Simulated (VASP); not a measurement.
# Li2O (Fm-3m) in VASP: notebook

Li2O is run at these levels: BLYP+U, r2SCAN+U, PBE+U; tasks: single point.

Program: VASP 6.6.1. These are calculated values, not measurements. Logs are shortened: lines on timing, memory, paths and dates and some standing lists are left out, and cuts for length are marked.

## Step 1: The cell of the first run

It takes space group Fm-3m (No. 225, cubic). Conventional cell: a = 4.654 Å, b = 4.654 Å, c = 4.654 Å, α = 90.00°, β = 90.00°, γ = 90.00°. Li (site symmetry -43m) has 4 O at 2.02 Å and 6 Li at 2.33 Å within 2.7 Å. O (site symmetry m-3m) has 8 Li at 2.02 Å within 2.7 Å.

## Step 2: Single point, BLYP+U

Contents of INCAR:

```
SYSTEM = Li2O
PREC = Accurate ; ENCUT = 750
EDIFF = 1E-6 ; ISMEAR = 0
SIGMA = 0.1 ; LREAL = .False.
LASPH = .True. ; NELM = 200
ALGO = Normal ; ISIF = 2
LWAVE = .False. ; LCHARG = .True.
LDAU = .True. ; LDAUTYPE = 2
LDAUL = -1 1 ; LDAUU = 0 4.3
LDAUJ = 0 0 ; LDAUPRINT = 1
GGA = B5 ; ALDAX = 1.0
AGGAX = 1.0 ; AGGAC = 1.0
ALDAC = 0.0 ; LELF = .True.
LVHAR = .True. ; NBANDS = 13
GGA_COMPAT = .False.
```

Contents of KPOINTS:

```
Automatic mesh
0
Gamma
  6 6 6
  0 0 0
```

Contents of POSCAR:

```
Li2O
1.0
    0.0000000000      2.3268543819      2.3268543819
    2.3268543819      0.0000000000      2.3268543819
    2.3268543819      2.3268543819      0.0000000000
Li O
2 1
Direct
    0.7500000000      0.7500000000      0.7500000000
    0.2500000000      0.2500000000      0.2500000000
    0.0000000000      0.0000000000      0.0000000000
```

Potentials or basis: VASP PAW PBE potentials, release 64 (Li_sv, O).

On the command line:

```
$ cat potpaw_PBE.64/Li_sv/POTCAR potpaw_PBE.64/O/POTCAR > POTCAR
$ mpirun -np 1 vasp_std > vasp.out
```

OUTCAR:

```text
SYSTEM = Li2O
   PREC = Accurate
   ENCUT = 750
   EDIFF = 1E-6
   ISMEAR = 0
   LREAL = .False.
   LASPH = .True.
   NELM = 200
   ISIF = 2
   GGA = B5

 ion  position               nearest neighbor table
   1  0.750  0.750  0.750-   3 2.02   3 2.02   3 2.02   3 2.02   2 2.33   2 2.33   2 2.33   2 2.33
                             2 2.33   2 2.33
   2  0.250  0.250  0.250-   3 2.02   3 2.02   3 2.02   3 2.02   1 2.33   1 2.33   1 2.33   1 2.33
                             1 2.33   1 2.33
   3  0.000  0.000  0.000-   1 2.02   1 2.02   1 2.02   1 2.02   2 2.02   2 2.02   2 2.02   2 2.02

  LATTYP: Found a face centered cubic cell.
 ALAT       =     4.6537087638

  Lattice vectors:

 A1 = (   0.0000000000,   2.3268543819,   2.3268543819)
 A2 = (   2.3268543819,   0.0000000000,   2.3268543819)
 A3 = (   2.3268543819,   2.3268543819,   0.0000000000)

Analysis of symmetry for initial positions (statically):
=====================================================================
 Subroutine PRICEL returns:
 Original cell was already a primitive cell.

 Routine SETGRP: Setting up the symmetry group for a
 face centered cubic supercell.

 Subroutine GETGRP returns: Found 48 space group operations
 (whereof 48 operations were pure point group operations)
 out of a pool of 48 trial point group operations.

The static configuration has the point symmetry O_h .

Analysis of symmetry for dynamics (positions and initial velocities):
=====================================================================
 Subroutine PRICEL returns:
 Original cell was already a primitive cell.

 Routine SETGRP: Setting up the symmetry group for a
 face centered cubic supercell.

 Subroutine GETGRP returns: Found 48 space group operations
 (whereof 48 operations were pure point group operations)
 out of a pool of 48 trial point group operations.

The dynamic configuration has the point symmetry O_h .

 Subroutine INISYM returns: Found 48 space group operations
 (whereof 48 operations are pure point group operations),
 and found     1 'primitive' translations

----------------------------------------------------------------------------------------

                                     Primitive cell

  volume of cell :      25.1963

  direct lattice vectors                    reciprocal lattice vectors
     0.000000000  2.326854382  2.326854382    -0.214882377  0.214882377  0.214882377
     2.326854382  0.000000000  2.326854382     0.214882377 -0.214882377  0.214882377
     2.326854382  2.326854382  0.000000000     0.214882377  0.214882377 -0.214882377

  length of vectors
     3.290669025  3.290669025  3.290669025     0.372187194  0.372187194  0.372187194

  position of ions in fractional coordinates (direct lattice)
     0.750000000  0.750000000  0.750000000
     0.250000000  0.250000000  0.250000000
     0.000000000  0.000000000  0.000000000

  ion indices of the primitive-cell ions
   primitive index   ion index
                 1           1
                 2           2
                 3           3

----------------------------------------------------------------------------------------

 KPOINTS: Automatic mesh

Automatic generation of k-mesh.
 Grid dimensions read from file:
 generate k-points for:    6    6    6

 Generating k-lattice:

  Cartesian coordinates                     Fractional coordinates (reciprocal lattice)
    -0.035813729  0.035813729  0.035813729     0.166666667  0.000000000  0.000000000
     0.035813729 -0.035813729  0.035813729     0.000000000  0.166666667  0.000000000
     0.035813729  0.035813729 -0.035813729     0.000000000  0.000000000  0.166666667

  Length of vectors
     0.062031199  0.062031199  0.062031199

  Shift w.r.t. Gamma in fractional coordinates (k-lattice)
     0.000000000  0.000000000  0.000000000

 Subroutine IBZKPT returns following result:
 ===========================================

 Found     16 irreducible k-points:

 Following reciprocal coordinates:
            Coordinates               Weight
  0.000000  0.000000  0.000000      1.000000
  0.166667  0.000000  0.000000      8.000000
  0.333333  0.000000  0.000000      8.000000
  0.500000  0.000000  0.000000      4.000000
  0.166667  0.166667  0.000000      6.000000
  0.333333  0.166667  0.000000     24.000000
[... 8 lines left out ...]
 -0.333333  0.333333  0.166667     24.000000
 -0.333333  0.500000  0.166667     12.000000
   k-points           NKPTS =     16   k-points in BZ     NKDIM =     16   number of bands    NBANDS=     13
   number of dos      NEDOS =    301   number of ions     NIONS =      3
   total plane-waves  NPLWV =  27000
   dimension x,y,z NGX =    30 NGY =   30 NGZ =   30
   dimension x,y,z NGXF=    60 NGYF=   60 NGZF=   60
   ions per type =               2   1
   NGX,Y,Z   is equivalent  to a cutoff of  15.16, 15.16, 15.16 a.u.
   NGXF,Y,Z  is equivalent  to a cutoff of  30.31, 30.31, 30.31 a.u.
 SYSTEM =  Li2O
   PREC   = accura    normal or accurate (medium, high low for compatibility)
   ISTART =      0    job   : 0-new  1-cont  2-samecut
   ICHARG =      2    charge: 1-file 2-atom 10-const
   ISPIN  =      1    spin polarized calculation?
   LNONCOLLINEAR =      F non collinear calculations
   LSORBIT =      F    spin-orbit coupling
   LASPH  =      T    aspherical Exc in radial PAW
   ENCUT  =  750.0 eV  55.12 Ry    7.42 a.u.   7.35  7.35  7.35*2*pi/ulx,y,z
   NELM   =    200;   NELMIN=  2; NELMDL= -5     # of ELM steps
   EDIFF  = 0.1E-05   stopping-criterion for ELM
   LREAL  =      F    real-space projection
   EDIFFG = 0.1E-04   stopping-criterion for IOM
   NSW    =      0    number of steps for IOM
   IBRION =     -1    ionic relax: 0-MD 1-quasi-New 2-CG
   NFREE  =      0    steps in history (QN), initial steepest desc. (CG)
   ISIF   =      2    stress and relaxation
   ISYM   =      2    0-nonsym 1-usesym 2-fastsym
   POTIM  = 0.5000    time-step for ionic-motion
   TEBEG  =    0.0;   TEEND  =   0.0 temperature during run
   PSTRESS=    0.0 pullay stress
   NELECT =      12.0000    total number of electrons
   NUPDOWN=      -1.0000    fix difference up-down
   EMIN   =  10.00;   EMAX   =-10.00  energy-range for DOS
   EFERMI =   0.00;   METHOD = LEGACY
   ISMEAR =     0;   SIGMA  =   0.10  broadening in eV -4-tet -1-fermi 0-gaus
   EFERMI_NEDOS =   21; number of points for ismear=-14 and -15
   IALGO  =     38    algorithm
   IMIX   =      4    mixing-type and parameters
     AMIX     =   0.40;   BMIX     =  1.00
     AMIX_MAG =   1.60;   BMIX_MAG =  1.00
  volume/ion in A,a.u.               =       8.40        56.68
  Fermi-wavevector in a.u.,A,eV,Ry     =   1.278467  2.415951 22.238406  1.634477
  Thomas-Fermi vector in A             =   2.411008
   LORBIT       =      0    0 simple, 1 ext, 2 COOP (PROOUT), +10 PAW based schemes
 LDA+U is selected, type is set to LDAUTYPE =  2
   angular momentum for each species LDAUL =    -1    1
   U (eV)           for each species LDAUU =   0.0  4.3
   J (eV)           for each species LDAUJ =   0.0  0.0
   GGA     = B5    functional components
   LHFCALC =     F    Hartree Fock is set to
   AEXX    =    0.0000 exact exchange contribution
   IVDW    =     0    specifies the selected vdW correction
   LEPSILON=     F    determine dielectric tensor
   LRPA    =     F    only Hartree local field effects (RPA)
 non-spin polarized calculation
 Gauss-broadening in eV      SIGMA  =   0.10
  energy-cutoff  :      750.00
  volume of cell :       25.20
 maximum number of plane-waves:      1211
 NGX is ok and might be reduce to    30
   NGX = 15   NGY = 15   NGZ = 15

 number of electron      11.9999997 magnetization

 Free energy of the ion-electron system (eV)
  ---------------------------------------------------
  ext. energy  EPLUGINS =         0.00000000
  ---------------------------------------------------
  free energy    TOTEN  =       -10.93978908 eV

  energy without entropy =      -10.93978908  energy(sigma->0) =      -10.93978908

 E-fermi :   1.8135     XC(G=0):  -9.2227

 val. band max:        1.3818363944   @ k =   0.0000   0.0000   0.0000
 cond. band min:       6.7796301636   @ k =   0.5000   0.5000   0.0000
 fundamental gap:      5.3977937691
 Fermi energy:         1.8134833315

 k-point     1 :       0.0000    0.0000    0.0000
  band No.  band energies     occupation
      1     -42.1276      2.00000
      2     -41.8325      2.00000
      3     -13.6369      2.00000
      4       1.3818      2.00000
      5       1.3818      2.00000
      6       1.3818      2.00000
      7       6.9855      0.00000
      8      13.3296      0.00000
      9      13.3296      0.00000
     10      13.3296      0.00000
     11      20.4236      0.00000
     12      20.4236      0.00000
     13      20.4236      0.00000

 k-point     2 :       0.1667    0.0000    0.0000
  band No.  band energies     occupation
      1     -42.1050      2.00000
      2     -41.8497      2.00000
      3     -13.5840      2.00000
      4       0.6066      2.00000
      5       1.2665      2.00000
      6       1.2665      2.00000
      7       7.6443      0.00000
      8      13.3203      0.00000
      9      13.6622      0.00000
     10      13.6622      0.00000
     11      18.6300      0.00000
     12      18.6300      0.00000
     13      21.3030      0.00000

 k-point     3 :       0.3333    0.0000    0.0000
  band No.  band energies     occupation
      1     -42.0455      2.00000
      2     -41.8983      2.00000
      3     -13.4700      2.00000
      4      -0.6657      2.00000
      5       1.0542      2.00000
      6       1.0542      2.00000
      7       9.1470      0.00000
      8      12.6737      0.00000
      9      13.7590      0.00000
     10      13.7590      0.00000
     11      18.3510      0.00000
     12      18.3510      0.00000
     13      23.1399      0.00000
[... 177 lines left out ...]
 k-point    15 :      -0.3333    0.3333    0.1667
  band No.  band energies     occupation
      1     -41.9662      2.00000
      2     -41.9660      2.00000
      3     -13.3626      2.00000
      4      -0.7148      2.00000
      5       0.1869      2.00000
      6       0.3875      2.00000
      7       9.2245      0.00000
      8      11.7955      0.00000
      9      14.9581      0.00000
     10      15.1392      0.00000
     11      18.9326      0.00000
     12      19.2616      0.00000
     13      24.4018      0.00000

 k-point    16 :      -0.3333    0.5000    0.1667
  band No.  band energies     occupation
      1     -41.9892      2.00000
      2     -41.9409      2.00000
      3     -13.3500      2.00000
      4      -0.2212      2.00000
      5      -0.0934      2.00000
      6       0.0173      2.00000
      7       8.1606      0.00000
      8      12.7579      0.00000
      9      15.1241      0.00000
     10      15.6880      0.00000
     11      18.1225      0.00000
     12      21.1886      0.00000
     13      23.3089      0.00000

------------------------ aborting loop because EDIFF is reached ----------------------------------------

  FORCE on cell =-STRESS in cart. coord.  units (eV):
  Direction    XX          YY          ZZ          XY          YZ          ZX
  --------------------------------------------------------------------------------------
  -------------------------------------------------------------------------------------
  Total       -0.3070413     -0.3070413     -0.3070413      0.0000000      0.0000000     -0.0000000
  in kB      -19.5240421    -19.5240421    -19.5240421      0.0000000      0.0000000     -0.0000000
  external PRESSURE =     -19.5240421 kB  Pullay stress =       0.0000000 kB

 VOLUME and BASIS-vectors are now :
 -----------------------------------------------------------------------------
  energy-cutoff  :      750.00
  volume of cell :       25.20
      direct lattice vectors                 reciprocal lattice vectors
     0.000000000  2.326854382  2.326854382    -0.214882377  0.214882377  0.214882377
     2.326854382  0.000000000  2.326854382     0.214882377 -0.214882377  0.214882377
     2.326854382  2.326854382  0.000000000     0.214882377  0.214882377 -0.214882377

 POSITION                                       TOTAL-FORCE (eV/Angst)
 -----------------------------------------------------------------------------------
      3.49028      3.49028      3.49028         0.000000     -0.000000      0.000000
      1.16343      1.16343      1.16343        -0.000000      0.000000     -0.000000
      0.00000      0.00000      0.00000         0.000000     -0.000000      0.000000
 -----------------------------------------------------------------------------------
    total drift:                                0.000000     -0.000000      0.000000

  FREE ENERGIE OF THE ION-ELECTRON SYSTEM (eV)
  ---------------------------------------------------
  free  energy   TOTEN  =       -10.9397890753 eV

  energy  without entropy=      -10.9397890753  energy(sigma->0) =      -10.93978908
```

Wall time 39 s (1 thread of Intel Xeon 8259CL, shared host); peak memory 0.13 GiB.

Results:

| Item | Value |
| --- | --- |
| Free energy | -10.9398 eV |
| Pressure | -2.0 GPa |
| Band gap on the k mesh | 5.40 eV (least direct gap 5.60 eV) |

Caveat: the PAW data sets were made with another functional, which shifts forces and pressure a little. A k mesh can miss the band edges.

## Step 3: Single point, r2SCAN+U

Contents of POSCAR:

```
Li2O
1.0
    0.0000000000      2.3268543819      2.3268543819
    2.3268543819      0.0000000000      2.3268543819
    2.3268543819      2.3268543819      0.0000000000
Li O
2 1
Direct
    0.9910000000      1.6750000000      1.0670000000
    0.4910000000      1.1750000000      0.5670000000
    0.2410000000      0.9250000000      0.3170000000
```

Contents of INCAR.step1:

```
SYSTEM = Li2O
  PREC = Accurate
  ENCUT = 830
  ISMEAR = 0
  SIGMA = 0.1
  LREAL = .FALSE.
  LASPH = .TRUE.
  NELM = 200
  LDAU = .TRUE.
  LDAUTYPE = 2
  LDAUL = -1 1
  LDAUU = 0 1.3
  LDAUJ = 0 0
  NBANDS = 13
  GGA = PE
  ALGO = Normal
  EDIFF = 1E-5
  LWAVE = .TRUE.
  LCHARG = .FALSE.
  GGA_COMPAT = .FALSE.
```

Contents of INCAR.step2:

```
SYSTEM = Li2O
  PREC = Accurate
  ENCUT = 830
  EDIFF = 1E-6
  ISMEAR = 0
  SIGMA = 0.1
  LREAL = .FALSE.
  LASPH = .TRUE.
  NELM = 200
  ALGO = Normal
  ISIF = 2
  LWAVE = .FALSE.
  LCHARG = .FALSE.
  LDAU = .TRUE.
  LDAUTYPE = 2
  LDAUL = -1 1
  LDAUU = 0 1.3
  LDAUJ = 0 0
  LDAUPRINT = 1
  METAGGA = R2SCAN
  LMIXTAU = .TRUE.
  NBANDS = 13
  ISTART = 1
  GGA_COMPAT = .FALSE.
```

Contents of KPOINTS:

```
Automatic mesh
0
G
  6 6 6
  0 0 0
```

Potentials or basis: VASP PAW PBE potentials, release 64 (Li_sv, O).

On the command line:

```
$ cat potpaw_PBE.64/Li_sv/POTCAR potpaw_PBE.64/O/POTCAR > POTCAR
$ cp INCAR.step1 INCAR
$ mpirun -np 1 vasp_std > vasp.out
$ cp INCAR.step2 INCAR
$ mpirun -np 1 vasp_std > vasp.out
```

Wall time 1.9 min (1 thread of Intel Xeon 8259CL, shared host); peak memory 0.15 GiB.

The run converged. Its results:

```yaml
Free_energy: -15.8852 eV
Pressure: -5.1 GPa
Band_gap_on_the_k_mesh: 5.66 eV (least direct gap 5.95 eV)
```

Levels at points of the mesh, in eV from the valence-band top:
```csv
k point,band 2,band 3,band 4,band 5,band 6,band 7,band 8,band 9,band 10,band 11
"(0.00, 0.00, 0.00)",-43.98,-16.25,0.00,0.00,0.00,5.95,12.99,12.99,12.99,19.99
"(0.50, 0.00, 0.00)",-44.12,-16.05,-2.66,-0.43,-0.43,9.93,10.64,12.96,12.96,19.06
"(0.50, 0.50, 0.00)",-44.06,-16.00,-1.55,-1.34,-1.34,5.66,14.54,14.54,15.70,16.78
```

Caveat: the cell stands under tension; the PAW data sets were made with another functional, which shifts forces and pressure a little.

(Part 1 of 2 ends here.)
